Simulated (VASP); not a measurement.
Set up this calculation in VASP 6.6.1, as the native input.

```yaml
Task: single point
Functional: PBE
Potentials_or_basis: VASP PAW PBE potentials, release 64 (Ba_sv, C)
Cutoff: 520 eV
k_mesh: 6 × 6 × 4
Occupations: gaussian, width 0.1 eV
Spin: no spin polarisation
Dipole_correction: no
Further_INCAR_settings: ALGO = Normal; EDIFF = 1e-06; NBANDS = 32
```

The structure of BaC3 lies in POSCAR:

```
BaC3
1.0
    5.5410954844      0.0000000000      0.0000000000
   -2.7705477422      4.7987294542      0.0000000000
    0.0000000000      0.0000000000      6.2696681806
Ba C
2 6
Direct
    0.3333333333      0.6666666667      0.2500000000
    0.6666666667      0.3333333333      0.7500000000
    0.9147157089      0.8294314178      0.2500000000
    0.0852842911      0.9147157089      0.7500000000
    0.1705685822      0.0852842911      0.2500000000
    0.0852842911      0.1705685822      0.7500000000
    0.9147157089      0.0852842911      0.2500000000
    0.8294314178      0.9147157089      0.7500000000
```

One way to write it, as run:

INCAR

```
SYSTEM = BaC3
PREC     = Accurate       ! precision mode
ENCUT    = 520            ! plane-wave cutoff, eV
EDIFF    = 1E-6           ! SCF threshold, eV
ISMEAR   = 0              ! smearing method
SIGMA    = 0.1            ! smearing width, eV
LREAL    = .False.        ! projectors in reciprocal space
LASPH    = .True.         ! aspherical terms in the spheres
NELM     = 80             ! most SCF steps
ALGO     = Normal         ! electronic algorithm
ISIF     = 2              ! what is computed and relaxed
LWAVE    = .False.        ! write WAVECAR
LCHARG   = .False.        ! write CHGCAR
GGA      = PE             ! functional
NBANDS   = 32             ! bands
```

KPOINTS

```
regular mesh
0
Gamma
  6 6 4
  0 0 0
```

Potentials or basis: VASP PAW PBE potentials, release 64 (Ba_sv, C).

The run is started by

```bash
$ cat potpaw_PBE.64/Ba_sv/POTCAR potpaw_PBE.64/C/POTCAR > POTCAR
$ mpirun -np 1 vasp_std > vasp.out
```

It gave:

```json
{"Pressure": "1.0 GPa", "Largest force": "0.142 eV/Å", "Band gap on the k mesh": "1.16 eV, indirect (least direct gap 1.37 eV)"}
```

Caveat: spin-orbit coupling is left out, which moves the levels of the heavy elements.

Wall time 66 s on 1 thread of Intel(R) Xeon(R) 6975P-C (Granite Rapids), with other jobs on the host, peak memory 0.32 GiB.
